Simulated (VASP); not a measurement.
# Au (Fm-3m) in VASP: further runs

Runs on Au. Level: PBE. Tasks: single point.

All numbers are computed with VASP 6.6.1; they aren't measurements. Logs are shortened: lines on timing, memory, paths and dates and some standing lists are left out, and cuts for length are marked.

## 1. The cell of the first run

It takes space group Fm-3m (No. 225, cubic). Conventional cell: a = 4.070 Å, b = 4.070 Å, c = 4.070 Å, α = 90.00°, β = 90.00°, γ = 90.00°. Within 3.8 Å of Au (site symmetry m-3m) lie 12 Au at 2.88 Å.

## 2. Single point, PBE

The input, INCAR:

```
ALGO     = Normal         # electronic algorithm
EDIFF    = 1E-6           # SCF threshold, eV
ENCUT    = 500            # plane-wave cutoff, eV
GGA      = PE             # functional
GGA_COMPAT= False        
ISIF     = 2              # what is computed and relaxed
ISMEAR   = 1              # smearing method
LASPH    = True           # aspherical terms in the spheres
LCHARG   = True           # write CHGCAR
LELF     = True           # ELF
LREAL    = False          # projectors in reciprocal space
LVHAR    = True         
LWAVE    = False          # write WAVECAR
NBANDS   = 12             # bands
NELM     = 120            # most SCF steps
PREC     = Accurate       # precision mode
SIGMA    = 0.1            # smearing width, eV
```

The input, KPOINTS:

```
k-points
0
Gamma
  10 10 10
```

The input, POSCAR:

```
Au
1.0
    0.0000000000      2.0350000000      2.0350000000
    2.0350000000      0.0000000000      2.0350000000
    2.0350000000      2.0350000000      0.0000000000
Au
1
Direct
    0.0000000000      0.0000000000      0.0000000000
```

Potentials or basis: VASP PAW PBE potentials, release 64 (Au).

Run with:

```sh
> cat potpaw_PBE.64/Au/POTCAR > POTCAR
> mpirun -np 1 vasp_std > vasp.out
```

OUTCAR:

```text
EDIFF = 1E-6
   ENCUT = 500
   GGA = PE
   ISIF = 2
   ISMEAR = 1
   LASPH = True
   LREAL = False
   NELM = 120
   PREC = Accurate

 ion  position               nearest neighbor table
   1  0.000  0.000  0.000-

  LATTYP: Found a face centered cubic cell.
 ALAT       =     4.0700000000

  Lattice vectors:

 A1 = (   0.0000000000,   2.0350000000,   2.0350000000)
 A2 = (   2.0350000000,   0.0000000000,   2.0350000000)
 A3 = (   2.0350000000,   2.0350000000,   0.0000000000)

Analysis of symmetry for initial positions (statically):
[... 5 lines left out ...]
 face centered cubic supercell.

 Subroutine GETGRP returns: Found 48 space group operations
 (whereof 48 operations were pure point group operations)
 out of a pool of 48 trial point group operations.

The static configuration has the point symmetry O_h .

Analysis of symmetry for dynamics (positions and initial velocities):
[... 5 lines left out ...]
 face centered cubic supercell.

 Subroutine GETGRP returns: Found 48 space group operations
 (whereof 48 operations were pure point group operations)
 out of a pool of 48 trial point group operations.

The dynamic configuration has the point symmetry O_h .

 Subroutine INISYM returns: Found 48 space group operations
 (whereof 48 operations are pure point group operations),
 and found     1 'primitive' translations

----------------------------------------------------------------------------------------

                                     Primitive cell

  volume of cell :      16.8548

  direct lattice vectors                    reciprocal lattice vectors
     0.000000000  2.035000000  2.035000000    -0.245700246  0.245700246  0.245700246
     2.035000000  0.000000000  2.035000000     0.245700246 -0.245700246  0.245700246
     2.035000000  2.035000000  0.000000000     0.245700246  0.245700246 -0.245700246

  length of vectors
     2.877924599  2.877924599  2.877924599     0.425565309  0.425565309  0.425565309

  position of ions in fractional coordinates (direct lattice)
     0.000000000  0.000000000  0.000000000

  ion indices of the primitive-cell ions
   primitive index   ion index
                 1           1

----------------------------------------------------------------------------------------

 KPOINTS: k-points

Automatic generation of k-mesh.
 Grid dimensions read from file:
 generate k-points for:   10   10   10

 Generating k-lattice:

  Cartesian coordinates                     Fractional coordinates (reciprocal lattice)
    -0.024570025  0.024570025  0.024570025     0.100000000  0.000000000  0.000000000
     0.024570025 -0.024570025  0.024570025     0.000000000  0.100000000  0.000000000
     0.024570025  0.024570025 -0.024570025     0.000000000  0.000000000  0.100000000

  Length of vectors
     0.042556531  0.042556531  0.042556531

  Shift w.r.t. Gamma in fractional coordinates (k-lattice)
     0.000000000  0.000000000  0.000000000

 Subroutine IBZKPT returns following result:
 ===========================================

 Found     47 irreducible k-points:

 Following reciprocal coordinates:
            Coordinates               Weight
  0.000000  0.000000  0.000000      1.000000
  0.100000  0.000000  0.000000      8.000000
  0.200000  0.000000  0.000000      8.000000
  0.300000  0.000000  0.000000      8.000000
  0.400000  0.000000  0.000000      8.000000
  0.500000  0.000000  0.000000      4.000000
[... 16 lines left out ...]
  0.300000  0.300000  0.000000      6.000000
  0.400000  0.300000  0.000000     24.000000
 [... further k-points ...]
   k-points           NKPTS =     47   k-points in BZ     NKDIM =     47   number of bands    NBANDS=     12
   number of dos      NEDOS =    301   number of ions     NIONS =      1
   total plane-waves  NPLWV =  13824
   dimension x,y,z NGX =    24 NGY =   24 NGZ =   24
   dimension x,y,z NGXF=    48 NGYF=   48 NGZF=   48
   ions per type =               1
   NGX,Y,Z   is equivalent  to a cutoff of  13.86, 13.86, 13.86 a.u.
   NGXF,Y,Z  is equivalent  to a cutoff of  27.73, 27.73, 27.73 a.u.
 SYSTEM =  unknown system
   PREC   = accura    normal or accurate (medium, high low for compatibility)
   ISTART =      0    job   : 0-new  1-cont  2-samecut
   ICHARG =      2    charge: 1-file 2-atom 10-const
   ISPIN  =      1    spin polarized calculation?
   LNONCOLLINEAR =      F non collinear calculations
   LSORBIT =      F    spin-orbit coupling
   LASPH  =      T    aspherical Exc in radial PAW
   ENCUT  =  500.0 eV  36.75 Ry    6.06 a.u.   5.25  5.25  5.25*2*pi/ulx,y,z
   NELM   =    120;   NELMIN=  2; NELMDL= -5     # of ELM steps
   EDIFF  = 0.1E-05   stopping-criterion for ELM
   LREAL  =      F    real-space projection
   EDIFFG = 0.1E-04   stopping-criterion for IOM
   NSW    =      0    number of steps for IOM
   IBRION =     -1    ionic relax: 0-MD 1-quasi-New 2-CG
   NFREE  =      0    steps in history (QN), initial steepest desc. (CG)
   ISIF   =      2    stress and relaxation
   ISYM   =      2    0-nonsym 1-usesym 2-fastsym
   POTIM  = 0.5000    time-step for ionic-motion
   TEBEG  =    0.0;   TEEND  =   0.0 temperature during run
   PSTRESS=    0.0 pullay stress
   NELECT =      11.0000    total number of electrons
   NUPDOWN=      -1.0000    fix difference up-down
   EMIN   =  10.00;   EMAX   =-10.00  energy-range for DOS
   EFERMI =   0.00;   METHOD = LEGACY
   ISMEAR =     1;   SIGMA  =   0.10  broadening in eV -4-tet -1-fermi 0-gaus
   EFERMI_NEDOS =   21; number of points for ismear=-14 and -15
   IALGO  =     38    algorithm
   IMIX   =      4    mixing-type and parameters
     AMIX     =   0.40;   BMIX     =  1.00
     AMIX_MAG =   1.60;   BMIX_MAG =  1.00
  volume/ion in A,a.u.               =      16.85       113.74
  Fermi-wavevector in a.u.,A,eV,Ry     =   1.420032  2.683470 27.436005  2.016489
  Thomas-Fermi vector in A             =   2.540990
   LORBIT       =      0    0 simple, 1 ext, 2 COOP (PROOUT), +10 PAW based schemes
   GGA     = PE    functional components
   LHFCALC =     F    Hartree Fock is set to
   AEXX    =    0.0000 exact exchange contribution
   IVDW    =     0    specifies the selected vdW correction
   LEPSILON=     F    determine dielectric tensor
   LRPA    =     F    only Hartree local field effects (RPA)
 non-spin polarized calculation
 Methfessel and Paxton  Order N= 1 SIGMA  =   0.10
  energy-cutoff  :      500.00
  volume of cell :       16.85
 maximum number of plane-waves:       444
 NGX is ok and might be reduce to    24
   NGX = 11   NGY = 11   NGZ = 11

 number of electron      10.9999999 magnetization

 Free energy of the ion-electron system (eV)
  ---------------------------------------------------
  ext. energy  EPLUGINS =         0.00000000
  ---------------------------------------------------
  free energy    TOTEN  =        -3.16414084 eV

  energy without entropy =       -3.16432234  energy(sigma->0) =       -3.16420134

 E-fermi :   9.6745     XC(G=0): -12.7825

 val. band max:        9.5097931972   @ k =   0.5000   0.2000   0.1000
 cond. band min:       9.7099080894   @ k =   0.5000   0.1000   0.0000
 fundamental gap:      0.2001148922
 Fermi energy:         9.6745189146

 k-point     1 :       0.0000    0.0000    0.0000
  band No.  band energies     occupation
      1      -0.3133      2.00000
      2       4.9114      2.00000
      3       4.9114      2.00000
      4       4.9114      2.00000
      5       6.4572      2.00000
      6       6.4572      2.00000
      7      24.1654      0.00000
      8      28.2310      0.00000
      9      28.2310      0.00000
     10      28.2310      0.00000
     11      33.1681      0.00000
     12      37.9357      0.00000

 k-point     2 :       0.1000    0.0000    0.0000
  band No.  band energies     occupation
      1       0.0348      2.00000
      2       4.8032      2.00000
      3       5.0260      2.00000
      4       5.0260      2.00000
      5       6.4101      2.00000
      6       6.4101      2.00000
      7      24.5455      0.00000
      8      26.3548      0.00000
      9      28.6486      0.00000
     10      28.6486      0.00000
     11      33.8537      0.00000
     12      36.1804      0.00000

 k-point     3 :       0.2000    0.0000    0.0000
  band No.  band energies     occupation
      1       0.9644      2.00000
      2       4.6657      2.00000
      3       5.2005      2.00000
      4       5.2005      2.00000
      5       6.4525      2.00000
      6       6.4525      2.00000
      7      22.7980      0.00000
      8      25.3776      0.00000
      9      29.5943      0.00000
     10      29.5943      0.00000
     11      31.5983      0.00000
     12      33.5665      0.00000

 k-point     4 :       0.3000    0.0000    0.0000
  band No.  band energies     occupation
      1       1.9255      2.00000
      2       5.1264      2.00000
      3       5.1264      2.00000
      4       5.1736      2.00000
      5       6.8841      2.00000
      6       6.8841      2.00000
      7      18.9315      0.00000
      8      24.8514      0.00000
      9      29.1997      0.00000
     10      29.1997      0.00000
     11      32.1878      0.00000
     12      32.8793      0.00000

 k-point     5 :       0.4000    0.0000    0.0000
  band No.  band energies     occupation
      1       2.2319      2.00000
      2       4.9498      2.00000
      3       4.9498      2.00000
      4       6.9891      2.00000
      5       7.4360      2.00000
      6       7.4360      2.00000
      7      15.0875      0.00000
      8      23.9626      0.00000
      9      27.5619      0.00000
     10      27.5619      0.00000
     11      34.1226      0.00000
     12      34.1227      0.00000
[... 228 lines left out ...]
      1       3.2227      2.00000
      2       4.5412      2.00000
      3       4.9281      2.00000
      4       5.6406      2.00000
      5       6.6690      2.00000
      6       9.3759      2.00020
      7      17.0925      0.00000
      8      21.2154      0.00000
      9      25.9295      0.00000
     10      27.9936      0.00000
     11      31.7543      0.00000
     12      35.2835      0.00000

 k-point    22 :      -0.2000    0.2000    0.0000
  band No.  band energies     occupation
      1       2.6700      2.00000
      2       4.2699      2.00000
      3       5.0103      2.00000
      4       5.8071      2.00000
      5       5.9623      2.00000
      6       8.0788      2.00000
      7      20.2620      0.00000
      8      22.3065      0.00000
      9      26.8885      0.00000
     10      29.4730      0.00000
     11      30.7350      0.00000
     12      35.3329      0.00000

 k-point    23 :       0.3000    0.3000    0.0000
  band No.  band energies     occupation
      1       2.6115      2.00000
      2       3.4544      2.00000
      3       6.0028      2.00000
      4       6.6428      2.00000
      5       6.6428      2.00000
      6       7.2035      2.00000
      7      23.0746      0.00000
      8      23.0746      0.00000
      9      23.7142      0.00000
     10      26.1742      0.00000
     11      27.8898      0.00000
     12      36.7933      0.00000

 k-point    24 :       0.4000    0.3000    0.0000
  band No.  band energies     occupation
      1       2.8676      2.00000
      2       3.3174      2.00000
      3       6.0313      2.00000
      4       6.7536      2.00000
      5       7.6062      2.00000
      6       8.2214      2.00000
      7      19.5266      0.00000
      8      21.8771      0.00000
      9      22.0710      0.00000
     10      27.1114      0.00000
     11      29.3094      0.00000
     12      36.9022      0.00000

 [... further k-points ...]
[... 5 lines left out ...]
  --------------------------------------------------------------------------------------
  -------------------------------------------------------------------------------------
  Total        1.1569614      1.1569614      1.1569614     -0.0000000      0.0000000      0.0000000
  in kB      109.9780990    109.9780990    109.9780990     -0.0000000      0.0000000      0.0000000
  external PRESSURE =     109.9780990 kB  Pullay stress =       0.0000000 kB

 VOLUME and BASIS-vectors are now :
 -----------------------------------------------------------------------------
  energy-cutoff  :      500.00
  volume of cell :       16.85
      direct lattice vectors                 reciprocal lattice vectors
     0.000000000  2.035000000  2.035000000    -0.245700246  0.245700246  0.245700246
     2.035000000  0.000000000  2.035000000     0.245700246 -0.245700246  0.245700246
     2.035000000  2.035000000  0.000000000     0.245700246  0.245700246 -0.245700246

 POSITION                                       TOTAL-FORCE (eV/Angst)
 -----------------------------------------------------------------------------------
      0.00000      0.00000      0.00000         0.000000      0.000000      0.000000
 -----------------------------------------------------------------------------------
    total drift:                               -0.000000      0.000000     -0.000000

  FREE ENERGIE OF THE ION-ELECTRON SYSTEM (eV)
  ---------------------------------------------------
  free  energy   TOTEN  =        -3.1641408382 eV

  energy  without entropy=       -3.1643223364  energy(sigma->0) =       -3.16420134
```

It took 15 s on 1 thread of Intel Xeon 8259CL, shared host; peak memory 0.14 GiB.

What came out:

```
Free energy : -3.1641 eV
Pressure    : 11.0 GPa
```

Levels at points of the mesh, in eV from the Fermi level:
```
           k point  band 3  band 4  band 5  band 6  band 7  band 8  band 9  band 10
(0.00, 0.00, 0.00)   -4.76   -4.76   -3.22   -3.22   14.49   18.56   18.56    18.56
(0.50, 0.00, 0.00)   -4.80   -1.99   -1.99   -1.02    3.12   13.94   17.20    17.20
(0.50, 0.50, 0.00)   -2.04   -1.66   -1.66    0.98    5.85   10.03   10.03    17.32
```

Caveat: spin-orbit coupling is left out, which moves the levels of the heavy elements.

## 3. Single point, PBE

This run uses another cell than the first one, of 17.19 Å³/atom, 1.020 times its volume.

The input, INCAR:

```
PREC = Accurate
ENCUT = 500
EDIFF = 1E-6
ISMEAR = 1
SIGMA = 0.1
LREAL = False
LASPH = True
NELM = 120
ALGO = Normal
ISIF = 2
LWAVE = False
LCHARG = True
GGA = PE
LELF = True
LVHAR = True
NBANDS = 12
GGA_COMPAT = False
```

The input, KPOINTS:

```
regular mesh
0
Gamma
  10 10 10
```

The input, POSCAR:

```
Au
1.0
    0.0000000000      2.0484772140      2.0484772140
    2.0484772140      0.0000000000      2.0484772140
    2.0484772140      2.0484772140      0.0000000000
Au
1
Direct
    0.0000000000      0.0000000000      0.0000000000
```

Potentials or basis: VASP PAW PBE potentials, release 64 (Au).

Run with:

```sh
> cat potpaw_PBE.64/Au/POTCAR > POTCAR
> mpirun -np 1 vasp_std > vasp.out
```

Run time: 15 s. Hardware: 1 thread of Intel Xeon 8259CL, shared host; peak memory 0.14 GiB.

It converged, with:

```
Free energy : -3.1836 eV
Pressure    : 7.3 GPa
```

Levels at points of the mesh, in eV from the Fermi level:
```
           k point  band 2  band 3  band 4  band 5  band 6  band 7  band 8  band 9  band 10  band 11
(0.00, 0.00, 0.00)   -4.66   -4.66   -4.66   -3.17   -3.17   14.52   18.47   18.47    18.47    23.34
(0.50, 0.00, 0.00)   -4.69   -4.69   -1.98   -1.98   -0.93    3.01   13.96   17.05    17.05    24.78
(0.50, 0.50, 0.00)   -6.69   -2.03   -1.67   -1.67    1.03    5.69    9.97    9.97    17.10    19.68
```

Caveat: spin-orbit coupling is left out, which moves the levels of the heavy elements.

## 4. Single point, PBE

This run uses another cell than the first one, of 17.53 Å³/atom, 1.040 times its volume.

The input, INCAR:

```
SYSTEM = Au
ALGO     = Normal         ! electronic algorithm
EDIFF    = 1E-6           ! SCF threshold, eV
ENCUT    = 500            ! plane-wave cutoff, eV
GGA      = PE             ! functional
GGA_COMPAT= .False.      
ISIF     = 2              ! what is computed and relaxed
ISMEAR   = 1              ! smearing method
LASPH    = .True.         ! aspherical terms in the spheres
LCHARG   = .True.         ! write CHGCAR
LELF     = .True.         ! ELF
LREAL    = .False.        ! projectors in reciprocal space
LVHAR    = .True.       
LWAVE    = .False.        ! write WAVECAR
NBANDS   = 12             ! bands
NELM     = 120            ! most SCF steps
PREC     = Accurate       ! precision mode
SIGMA    = 0.1            ! smearing width, eV
```

The input, KPOINTS:

```
k-points
0
Gamma
  10 10 10
  0 0 0
```

The input, POSCAR:

```
Au
1.0
    0.0000000000      2.0617793868      2.0617793868
    2.0617793868      0.0000000000      2.0617793868
    2.0617793868      2.0617793868      0.0000000000
Au
1
Direct
    0.0000000000      0.0000000000      0.0000000000
```

Run with:

```sh
> cat potpaw_PBE.64/Au/POTCAR > POTCAR
> mpirun -np 1 vasp_std > vasp.out
```

Run time: 14 s. Hardware: 1 thread of Intel Xeon 8259CL, shared host; peak memory 0.14 GiB.

The run converged. Its results:

* Free energy: -3.1958 eV
* Pressure: 4.1 GPa

Levels at points of the mesh, in eV from the Fermi level:
```tsv
k point	band 3	band 4	band 5	band 6	band 7	band 8	band 9	band 10
(0.00, 0.00, 0.00)	-4.55	-4.55	-3.11	-3.11	14.54	18.38	18.38	18.38
(0.50, 0.00, 0.00)	-4.58	-1.97	-1.97	-0.84	2.91	13.99	16.91	16.91
(0.50, 0.50, 0.00)	-2.01	-1.66	-1.66	1.09	5.54	9.92	9.92	16.89
```

Caveat: spin-orbit coupling is left out, which moves the levels of the heavy elements.

## 5. Single point, PBE

This run uses another cell than the first one, of 17.87 Å³/atom, 1.060 times its volume.

The input, INCAR:

```
SYSTEM = Au
PREC = Accurate
ENCUT = 500
EDIFF = 1E-6
ISMEAR = 1
SIGMA = 0.1
LREAL = .FALSE.
LASPH = .TRUE.
NELM = 120
ALGO = Normal
ISIF = 2
LWAVE = .FALSE.
LCHARG = .FALSE.
GGA = PE
NBANDS = 12
GGA_COMPAT = .FALSE.
```

The input, KPOINTS:

```
regular mesh
0
G
  10 10 10
  0 0 0
```

The input, POSCAR:

```
Au
1.0
    0.0000000000      2.0749120936      2.0749120936
    2.0749120936      0.0000000000      2.0749120936
    2.0749120936      2.0749120936      0.0000000000
Au
1
Direct
    0.0000000000      0.0000000000      0.0000000000
```

Run with:

```sh
> cat potpaw_PBE.64/Au/POTCAR > POTCAR
> mpirun -np 1 vasp_std > vasp.out
```

Run time: 14 s. Hardware: 1 thread of Intel Xeon 8259CL, shared host; peak memory 0.14 GiB.

Results (log left out):

```
Free energy : -3.2015 eV
Pressure    : 1.1 GPa
```

Levels at points of the mesh, in eV from the Fermi level:
```tsv
k point	band 3	band 4	band 5	band 6	band 7	band 8	band 9	band 10
(0.00, 0.00, 0.00)	-4.44	-4.44	-3.05	-3.05	14.57	18.30	18.30	18.30
(0.50, 0.00, 0.00)	-4.47	-1.94	-1.94	-0.74	2.83	14.02	16.77	16.77
(0.50, 0.50, 0.00)	-1.98	-1.65	-1.65	1.15	5.40	9.87	9.87	16.70
```

Caveat: spin-orbit coupling is left out, which moves the levels of the heavy elements.

## 6. Summary

```tsv
cell	gap on the mesh (eV)	pressure (GPa)
a = 2.878 Å, angles 60.0°, 1 atom	none	11.0
a = 2.897 Å, angles 60.0°, 1 atom	none	7.3
a = 2.916 Å, angles 60.0°, 1 atom	none	4.1
a = 2.934 Å, angles 60.0°, 1 atom	none	1.1
```

Alike in all rows: task single point; level PBE; potentials or basis VASP PAW PBE potentials, release 64 (Au); no spin polarisation; k mesh 10 × 10 × 10; cutoff (eV) 500; smearing methfessel-paxton 0.1 eV.

Caveats: spin-orbit coupling is left out, which moves the levels of the heavy elements.

Total energies depend on the potentials used, so only differences within one code and one set of settings carry meaning.
